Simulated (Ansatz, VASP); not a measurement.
# HfO2 in VASP and in Ansatz

```xyz
6
Lattice="3.6292 0.0000 0.0000 0.0000 3.6292 0.0000 0.0000 0.0000 5.1719" Properties=species:S:1:pos:R:3 pbc="T T T"
Hf    0.0000    0.0000    0.0000
Hf    1.8146    1.8146    2.5859
O     0.0000    1.8146    1.0199
O     1.8146    0.0000    1.5660
O     1.8146    0.0000    4.1519
O     0.0000    1.8146    3.6059
```

Alike in both runs: functional PBE; k mesh 6 × 6 × 5; occupations fermi-dirac, width 0.05 eV; no spin polarisation.

|  | VASP | Ansatz |
| --- | --- | --- |
| version | VASP 6.6.1 | Ansatz 0.2.0 |
| potentials or method | VASP PAW PBE potentials, release 64 (Hf_pv, O) | Ansatz PAW |
| plane-wave cutoff (eV) | 520 | 420 |
| valence electrons in the cell | 44 | 76 |
| task | single point | band structure |

|  | VASP | Ansatz | Ansatz less VASP |
| --- | --- | --- | --- |
| gap on the k mesh at the Fermi level (eV) | 4.42 | 4.46 | +0.041 |
| least direct gap on the mesh (eV) | 4.50 | 4.53 | +0.034 |
| pressure (GPa) | -3.8 | -0.6 | +3.21 |
| traceless stress, the component that is largest in VASP (GPa) | 4.90 | 4.71 | -0.192 |
| rms of the force components (eV/Å) | 0.024 | 0.003 | -0.0206 |

Atom by atom the forces differ by 0.021 eV/Å (rms over components). VASP's potentials hold 44 valence electrons a cell and Ansatz's 76, so a difference there can come from the potentials and not from the codes.

Spin-orbit coupling is off throughout.
